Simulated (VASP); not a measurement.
Be, 1 atom in the cell. Symmetry: Fm-3m, No. 225, cubic system. Conventional cell: a = 2.835 Å, b = 2.835 Å, c = 2.835 Å, α = 90.00°, β = 90.00°, γ = 90.00°. Be (site symmetry m-3m) has 12 Be at 2.00 Å within 2.7 Å. This isn't the form of Be at room conditions, which is hcp.

```yaml
Program: VASP 6.6.1
Task: single point
Functional: LDA
Potentials_or_basis: VASP PAW LDA potentials, release 64 (Be)
Cutoff: 600 eV
k_mesh: 21 × 21 × 21
Occupations: fermi-dirac, width 0.05 eV
Spin: no spin polarisation
Dipole_correction: no
Further_INCAR_settings: ALGO = Normal; EDIFF = 1e-06; NBANDS = 7
```

Potentials or basis: VASP PAW LDA potentials, release 64 (Be).

The run is started by

```console
$ cat potpaw_LDA.64/Be/POTCAR > POTCAR
$ mpirun -np 1 vasp_std > vasp.out
```

Hardware: 1 thread of Intel Xeon 8259CL, with other jobs on the host.

Problem. Estimate the wall time of this run.

Solution. Run time: 8 s on 1 thread of Intel Xeon 8259CL, with other jobs on the host, peak memory 0.11 GiB. Counts: scf iterations 10, k points 286.
